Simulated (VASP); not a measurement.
Crystal: Cu.

```
Cu
1.0
     0.00000    3.61500    3.61500
     3.61500    0.00000    3.61500
     3.61500    3.61500    0.00000
Cu
8
Cartesian
  0.0000 0.0000 0.0000
  1.8075 1.8075 0.0000
  1.8075 0.0000 1.8075
  3.6150 1.8075 1.8075
  0.0000 1.8075 1.8075
  1.8075 3.6150 1.8075
  1.8075 1.8075 3.6150
  3.6150 3.6150 3.6150
```

Base run:

```yaml
Program: VASP 6.6.1
Functional: PBEsol
Potentials_or_basis: VASP PAW PBE potentials, release 64 (Cu)
Cutoff: 520 eV
k_mesh: 8 × 8 × 8
Occupations: fermi-dirac, width 0.05 eV
Spin: no spin polarisation
```

Its results: band gap on the k mesh zero (bands 44 and 45 overlap by 1.96 eV); pressure -5.7 GPa.

Question: The run is repeated on the same cell with these changes: k mesh from 8 × 8 × 8 to 3 × 3 × 3. What comes out?

Answer: Band gap on the k mesh zero (bands 44 and 45 overlap by 1.49 eV); pressure -4.7 GPa.

Caveats: some runs use coarse meshes; the PAW data sets were made with another functional, which shifts forces and pressure a little; the cell stands under tension (at least some runs).
